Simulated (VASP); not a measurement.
# Ru (P6_3/mmc) in VASP: notebook, part 2 of 2

VASP 6.6.1.

## 3. Single point, SVWN5

Input file INCAR:

```
SYSTEM = Ru
PREC = Accurate ; ENCUT = 520
EDIFF = 1E-6 ; ISMEAR = -1
SIGMA = 0.05 ; LREAL = .False.
LASPH = .True. ; NELM = 80
ALGO = Normal ; ISIF = 2
LWAVE = .False. ; LCHARG = .False.
GGA = VW ; NBANDS = 21
```

Input file KPOINTS:

```
regular mesh
0
Gamma
  11 11 6
  0 0 0
```

Input file POSCAR:

```
Ru
1.0
    2.7588683749      0.0000000000      0.0000000000
   -1.3794341875      2.3892500984      0.0000000000
    0.0000000000      0.0000000000      4.3658801443
Ru
2
Direct
    0.6666666667      0.3333333333      0.7500000000
    0.3333333333      0.6666666667      0.2500000000
```

Potentials or basis: VASP PAW PBE potentials, release 64 (Ru_pv).

Run with:

```
$ cat potpaw_PBE.64/Ru_pv/POTCAR > POTCAR
$ mpirun -np 1 vasp_std > vasp.out
```

OUTCAR:

```text
SYSTEM = Ru
   PREC = Accurate
   ENCUT = 520
   EDIFF = 1E-6
   ISMEAR = -1
   LREAL = .False.
   LASPH = .True.
   NELM = 80
   ISIF = 2
   GGA = VW

 ion  position               nearest neighbor table
   1  0.667  0.333  0.750-   2 2.70   2 2.70   2 2.70   2 2.70   2 2.70   2 2.70
   2  0.333  0.667  0.250-   1 2.70   1 2.70   1 2.70   1 2.70   1 2.70   1 2.70

  LATTYP: Found a hexagonal cell.
 ALAT       =     2.7588683749
 C/A-ratio  =     1.5824894671

  Lattice vectors:

 A1 = (   2.7588683749,   0.0000000000,   0.0000000000)
 A2 = (  -1.3794341875,   2.3892500984,   0.0000000000)
 A3 = (   0.0000000000,   0.0000000000,   4.3658801443)

Analysis of symmetry for initial positions (statically):
=====================================================================
 Subroutine PRICEL returns:
 Original cell was already a primitive cell.

 Routine SETGRP: Setting up the symmetry group for a
 hexagonal supercell.

 Subroutine GETGRP returns: Found 24 space group operations
 (whereof 12 operations were pure point group operations)
 out of a pool of 24 trial point group operations.

The static configuration has the point symmetry D_3d.
 The point group associated with its full space group is D_6h.

Analysis of symmetry for dynamics (positions and initial velocities):
=====================================================================
 Subroutine PRICEL returns:
 Original cell was already a primitive cell.

 Routine SETGRP: Setting up the symmetry group for a
 hexagonal supercell.

 Subroutine GETGRP returns: Found 24 space group operations
 (whereof 12 operations were pure point group operations)
 out of a pool of 24 trial point group operations.

The dynamic configuration has the point symmetry D_3d.
 The point group associated with its full space group is D_6h.

 Subroutine INISYM returns: Found 24 space group operations
[... 104 lines left out ...]
   ISYM   =      2    0-nonsym 1-usesym 2-fastsym
   POTIM  = 0.5000    time-step for ionic-motion
   TEBEG  =    0.0;   TEEND  =   0.0 temperature during run
   PSTRESS=    0.0 pullay stress
   NELECT =      28.0000    total number of electrons
   NUPDOWN=      -1.0000    fix difference up-down
   EMIN   =  10.00;   EMAX   =-10.00  energy-range for DOS
   EFERMI =   0.00;   METHOD = LEGACY
   ISMEAR =    -1;   SIGMA  =   0.05  broadening in eV -4-tet -1-fermi 0-gaus
   EFERMI_NEDOS =   21; number of points for ismear=-14 and -15
   IALGO  =     38    algorithm
   IMIX   =      4    mixing-type and parameters
     AMIX     =   0.40;   BMIX     =  1.00
     AMIX_MAG =   1.60;   BMIX_MAG =  1.00
  volume/ion in A,a.u.               =      14.39        97.10
  Fermi-wavevector in a.u.,A,eV,Ry     =   1.622206  3.065525 35.804449  2.631553
  Thomas-Fermi vector in A             =   2.715857
   LORBIT       =      0    0 simple, 1 ext, 2 COOP (PROOUT), +10 PAW based schemes
   GGA     = VW    functional components
   LHFCALC =     F    Hartree Fock is set to
   AEXX    =    0.0000 exact exchange contribution
   IVDW    =     0    specifies the selected vdW correction
   LEPSILON=     F    determine dielectric tensor
   LRPA    =     F    only Hartree local field effects (RPA)
 non-spin polarized calculation
  energy-cutoff  :      520.00
  volume of cell :       28.78
 maximum number of plane-waves:       796
 NGX is ok and might be reduce to    24
   NGX = 11   NGY = 11   NGZ = 17

 number of electron      28.0000012 magnetization

 Free energy of the ion-electron system (eV)
  ---------------------------------------------------
  ext. energy  EPLUGINS =         0.00000000
  ---------------------------------------------------
  free energy    TOTEN  =       -21.14587932 eV

  energy without entropy =      -21.12766161  energy(sigma->0) =      -21.13677047

 E-fermi :  11.4312     XC(G=0): -14.0310

 val. band max:       11.4139808026   @ k =   0.3636   0.0000   0.3333
 cond. band min:      11.4484110909   @ k =   0.2727   0.1818   0.0000
 fundamental gap:      0.0344302883
 Fermi energy:        11.4312391555

 k-point     1 :       0.0000    0.0000    0.0000
  band No.  band energies     occupation
      1     -31.8626      2.00000
      2     -31.0858      2.00000
      3     -31.0858      2.00000
      4     -30.9429      2.00000
      5     -30.9429      2.00000
      6     -30.9126      2.00000
[... 565 lines left out ...]
     20      21.7438      0.00000
     21      22.5801      0.00000

 [... further k-points ...]
[... 5 lines left out ...]
  --------------------------------------------------------------------------------------
  -------------------------------------------------------------------------------------
  Total       -4.9194855     -4.9194855     -5.2530402      0.0000000      0.0000000      0.0000000
  in kB     -273.8835000   -273.8835000   -292.4535530      0.0000000      0.0000000      0.0000000
  external PRESSURE =    -280.0735177 kB  Pullay stress =       0.0000000 kB

 VOLUME and BASIS-vectors are now :
 -----------------------------------------------------------------------------
  energy-cutoff  :      520.00
  volume of cell :       28.78
      direct lattice vectors                 reciprocal lattice vectors
     2.758868375  0.000000000  0.000000000     0.362467456  0.209270683  0.000000000
    -1.379434188  2.389250098  0.000000000     0.000000000  0.418541366  0.000000000
     0.000000000  0.000000000  4.365880144     0.000000000  0.000000000  0.229048890

 POSITION                                       TOTAL-FORCE (eV/Angst)
 -----------------------------------------------------------------------------------
      1.37943      0.79642      3.27441        -0.000000     -0.000000      0.000000
     -0.00000      1.59283      1.09147         0.000000      0.000000      0.000000
 -----------------------------------------------------------------------------------
    total drift:                               -0.000000      0.000000     -0.000000

  FREE ENERGIE OF THE ION-ELECTRON SYSTEM (eV)
  ---------------------------------------------------
  free  energy   TOTEN  =       -21.1458793171 eV

  energy  without entropy=      -21.1276616132  energy(sigma->0) =      -21.13677047
```

OSZICAR:

```text
N       E                     dE             d eps       ncg     rms          rms(c)
DAV:   1     0.283340089510E+03    0.28334E+03   -0.17476E+04  2696   0.147E+03
DAV:   2    -0.172653214157E+02   -0.30061E+03   -0.29182E+03  2733   0.441E+02
DAV:   3    -0.228854968046E+02   -0.56202E+01   -0.55869E+01  3178   0.675E+01
DAV:   4    -0.229289262757E+02   -0.43429E-01   -0.43372E-01  3400   0.558E+00
DAV:   5    -0.229294608834E+02   -0.53461E-03   -0.53139E-03  3069   0.552E-01    0.175E+01
DAV:   6    -0.212215877077E+02    0.17079E+01   -0.40543E+00  3208   0.191E+01    0.355E+00
DAV:   7    -0.211585023805E+02    0.63085E-01   -0.66867E-01  3023   0.497E+00    0.722E-01
DAV:   8    -0.211485018587E+02    0.10001E-01   -0.17536E-02  3020   0.126E+00    0.418E-01
DAV:   9    -0.211458600409E+02    0.26418E-02   -0.20686E-03  3058   0.489E-01    0.343E-02
DAV:  10    -0.211458748839E+02   -0.14843E-04   -0.78990E-05  3043   0.883E-02    0.148E-02
DAV:  11    -0.211458793293E+02   -0.44454E-05   -0.49840E-06  3053   0.198E-02    0.113E-03
DAV:  12    -0.211458793171E+02    0.12246E-07   -0.22090E-07  1744   0.432E-03
   1 F= -.21145879E+02 E0= -.21136770E+02  d E =-.182177E-01
```

Run time: 19 s. Hardware: 1 thread of Intel Xeon 6975P-C, shared host; peak memory 0.16 GiB.

What came out:

| Quantity | Value |
| --- | --- |
| Free energy | -21.1459 eV |
| Pressure | -28.0 GPa |
| Band gap on the k mesh | zero (band 14 reaches 12.86 eV, above the bottom of band 15 at 10.05 eV) |

Levels at points of the mesh, in eV from the Fermi level:
| k point | band 12 | band 13 | band 14 | band 15 | band 16 | band 17 |
| --- | --- | --- | --- | --- | --- | --- |
| (0.00, 0.00, 0.00) | -1.70 | -1.70 | -1.21 | -1.21 | 1.16 | 1.16 |
| (0.00, 0.00, 0.50) | -2.48 | -2.48 | -2.48 | 0.56 | 0.56 | 0.56 |

Caveat: the PAW data sets were made with another functional, which shifts forces and pressure a little.
